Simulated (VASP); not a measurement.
Here is a VASP 6.6.1 calculation.

The input POSCAR:

```
CdS
1.0
    0.0000000000      2.7532440000      2.7532440000
    2.7532440000      0.0000000000      2.7532440000
    2.7532440000      2.7532440000      0.0000000000
Cd S
1 1
Direct
    0.0000000000      0.0000000000      0.0000000000
    0.5000000000      0.5000000000      0.5000000000
```

File INCAR.step1:

```
SYSTEM = CdS
PREC = Accurate ; ENCUT = 600
EDIFF = 1E-5 ; ISMEAR = -1
SIGMA = 0.05 ; LREAL = .FALSE.
LASPH = .TRUE. ; NELM = 100
ALGO = Normal ; LWAVE = .TRUE.
LCHARG = .FALSE. ; GGA = PE
NBANDS = 16
```

The input INCAR.step2:

```
SYSTEM = CdS
PREC = Accurate ; ENCUT = 600
EDIFF = 1E-7 ; ISMEAR = -1
SIGMA = 0.05 ; LREAL = .FALSE.
LASPH = .TRUE. ; NELM = 100
ALGO = Normal ; ISIF = 3
LWAVE = .FALSE. ; LCHARG = .FALSE.
GGA = PS ; LHFCALC = .TRUE.
AEXX = 0.25 ; HFSCREEN = 0.207
PRECFOCK = Normal ; IBRION = 2
NSW = 60 ; EDIFFG = -0.01
ISTART = 1
```

File KPOINTS:

```
Automatic mesh
0
G
  4 4 4
  0 0 0
```

Potentials or basis: VASP PAW PBE potentials, release 64 (Cd, S).

Command:

```console
$ cat potpaw_PBE.64/Cd/POTCAR potpaw_PBE.64/S/POTCAR > POTCAR
$ cp INCAR.step1 INCAR
$ mpirun -np 1 vasp_std > vasp.out
$ cp INCAR.step2 INCAR
$ mpirun -np 1 vasp_std > vasp.out
```

Task: Predict the band gap on the k mesh.

Result: 1.08 eV (least direct gap 2.82 eV).

Task: Estimate the relaxed volume.

Result: 19.78 Å³/atom.

Task: Predict the space group after relaxing (to 0.1 Å).

Result: Fm-3m (No. 225).

Task: Estimate the relaxed cell.

Result: a = 3.824 Å, b = 3.824 Å, c = 3.824 Å, α = 60.00°, β = 60.00°, γ = 60.00°.

Step by step:
| step | energy change (eV) | largest force (eV/Å) | pressure (GPa) | volume (Å³) |
| --- | --- | --- | --- | --- |
| 1 | 0.0000 | 0.0000 | -4.26 | 41.74 |
| 2 | -0.0220 | 0.0000 | 2.62 | 38.48 |
| 3 | -0.0305 | 0.0000 | -0.01 | 39.56 |

Caveat: the k points lie up to 0.50 Å⁻¹ apart in the final cell; the PAW data sets were made with another functional, which shifts forces and pressure a little. A k mesh can miss the band edges.
